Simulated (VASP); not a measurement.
Here is a VASP 6.6.1 calculation.

File INCAR:

```
SYSTEM = H4C
ALGO     = Normal         ! electronic algorithm
EDIFF    = 1E-7           ! SCF threshold, eV
EDIFFG   = -0.3           ! ionic threshold
ENCUT    = 520            ! plane-wave cutoff, eV
GGA      = CA             ! functional
IBRION   = 2              ! ionic algorithm
ISIF     = 2              ! what is computed and relaxed
ISMEAR   = -1             ! smearing method
LASPH    = .True.         ! aspherical terms in the spheres
LCHARG   = .False.        ! write CHGCAR
LREAL    = Auto         
LWAVE    = .False.        ! write WAVECAR
NELM     = 60             ! most SCF steps
NSW      = 35             ! ionic steps
PREC     = Accurate       ! precision mode
SIGMA    = 0.05           ! smearing width, eV
```

Contents of KPOINTS:

```
k-points
0
Gamma
  1 1 1
  0 0 0
```

The input POSCAR:

```
H4C
1.0
    8.2150030000      0.0000000000      0.0000000000
    0.0000000000      8.2150030000      0.0000000000
    0.0000000000      0.0000000000      8.2150030000
C H
8 32
Direct
    0.4419082000      0.0531833000      0.2090316000
    0.7884536000      0.6277234000      0.6108494000
    0.3763654000      0.9321539000      0.8874982000
    0.1011544000      0.6510847000      0.0057781000
    0.4114363000      0.4397229000      0.9551294000
    0.0060980000      0.2053521000      0.2148251000
    0.7154204000      0.1133115000      0.8026650000
    0.1684411000      0.7311407000      0.4127970000
    0.5208060000      0.1582117000      0.1906363000
    0.4484730000      0.0146103000      0.3357725000
    0.4814541000     -0.0461200000      0.1304873000
    0.3168997000      0.0860311000      0.1792303000
    0.8558531000      0.7226728000      0.6743800000
    0.7167709000      0.5583461000      0.6982714000
    0.8735671000      0.5467339000      0.5492814000
    0.7076233000      0.6831407000      0.5214649000
    0.5043323000      0.9647812000      0.8999144000
    0.3110387000      0.9667040000      0.9976478000
    0.3657089000      0.8012402000      0.8689978000
    0.3243817000      0.9958902000      0.7834328000
    0.1563615000      0.7658812000      0.0427666000
    0.1298447000      0.5573926000      0.0951809000
    0.1488399000      0.6152362000     -0.1126921000
   -0.0304286000      0.6658288000     -0.0021431000
    0.5191138000      0.3856101000      1.0105514000
    0.3274092000      0.4783059000      1.0502347000
    0.3520491000      0.3502213000      0.8773037000
    0.4471732000      0.5447543000      0.8824279000
   -0.0234630000      0.1908402000      0.3433154000
   -0.0968320000      0.1659030000      0.1410457000
    0.1124283000      0.1317437000      0.1853310000
    0.0322588000      0.3329215000      0.1896082000
    0.7938412000      0.0888222000      0.6985272000
    0.7640565000      0.2157174000      0.8715255000
    0.7105091000      0.0060276000      0.8805127000
    0.5932748000      0.1426786000      0.7600946000
    0.1089127000      0.7273044000      0.5312701000
    0.2947201000      0.7687941000      0.4279641000
    0.1055606000      0.8178050000      0.3345055000
    0.1645708000      0.6106594000      0.3574483000
```

Potentials or basis: VASP PAW LDA potentials, release 64 (C, H).

The run is started by

```bash
$ cat potpaw_LDA.64/C/POTCAR potpaw_LDA.64/H/POTCAR > POTCAR
$ mpirun -np 1 vasp_gam > vasp.out
```

Estimate the energy gained by relaxing.

15.3 meV/atom.

Predict the band gap on the k mesh.

6.76 eV.

Final structure:
```
CELL_PARAMETERS angstrom
8.21500 0.00000 0.00000
0.00000 8.21500 0.00000
0.00000 0.00000 8.21500
ATOMIC_POSITIONS crystal
C 0.45971 0.05857 0.24197
C 0.78794 0.62749 0.61297
C 0.35385 0.92067 0.85605
C 0.08255 0.65263 0.00553
C 0.42530 0.43159 0.95491
C 0.99995 0.20693 0.21421
C 0.73019 0.12181 0.79971
C 0.16976 0.73355 0.41491
H 0.53611 0.16521 0.21487
H 0.46117 0.03790 0.37360
H 0.50537 0.95064 0.17756
H 0.33388 0.08567 0.20388
H 0.85616 0.72297 0.67813
H 0.71455 0.55685 0.70034
H 0.87420 0.54596 0.55059
H 0.70713 0.68439 0.52236
H 0.47893 0.95790 0.88589
H 0.27030 0.95405 0.95490
H 0.35057 0.78861 0.83662
H 0.31634 0.97838 0.74175
H 0.14389 0.76520 0.04436
H 0.10398 0.55721 0.09730
H 0.13341 0.61403 0.88756
H 0.95132 0.67488 0.99304
H 0.53744 0.37380 0.99963
H 0.34775 0.46901 0.05766
H 0.35849 0.34406 0.87814
H 0.45743 0.53956 0.88172
H 0.97141 0.19293 0.34448
H 0.89432 0.16991 0.14032
H 0.10555 0.13017 0.18341
H 0.02900 0.33538 0.18831
H 0.80702 0.09860 0.69247
H 0.77776 0.22690 0.86800
H 0.73007 0.01276 0.87821
H 0.60513 0.14864 0.75963
H 0.11033 0.73095 0.53491
H 0.29765 0.77176 0.42804
H 0.10526 0.81979 0.33476
H 0.16522 0.61106 0.36017
```

Caveat: the k points lie up to 0.76 Å⁻¹ apart.
